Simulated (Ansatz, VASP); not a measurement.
**Two plane-wave programs on ZnS**

```xyz
2
Lattice="0.0000 2.6480 2.7020 2.6480 0.0000 2.7020 2.6480 2.6480 0.0000" Properties=species:S:1:pos:R:3 pbc="T T T"
Zn    3.9719    3.9719    4.0530
S     0.0000    0.0000    0.0000
```

Alike in both runs: functional PBEsol; k mesh 7 × 7 × 7; occupations fermi-dirac, width 0.05 eV; no spin polarisation.

|  | VASP | Ansatz |
| --- | --- | --- |
| version | VASP 6.6.1 | Ansatz 0.2.0 |
| potentials or method | VASP PAW PBE potentials, release 64 (Zn, S) | Ansatz PAW |
| plane-wave cutoff (eV) | 520 | 420 |
| valence electrons in the cell | 18 | 18 |
| task | single point | band structure |

VASP gave:

| Property | Result |
| --- | --- |
| gap on the k mesh at the Fermi level (eV) | 2.13 |
| least direct gap on the mesh (eV) | 2.13 |
| pressure (GPa) | 1.3 |
| traceless stress, the component that is largest in VASP (GPa) | -0.58 |

Q: What did Ansatz give for the same quantities?

A: gap on the k mesh at the Fermi level (eV): 2.12; least direct gap on the mesh (eV): 2.12; pressure (GPa): 1.1; traceless stress, the component that is largest in VASP (GPa): -0.59.

VASP's potentials were made for PBE, not for PBEsol.
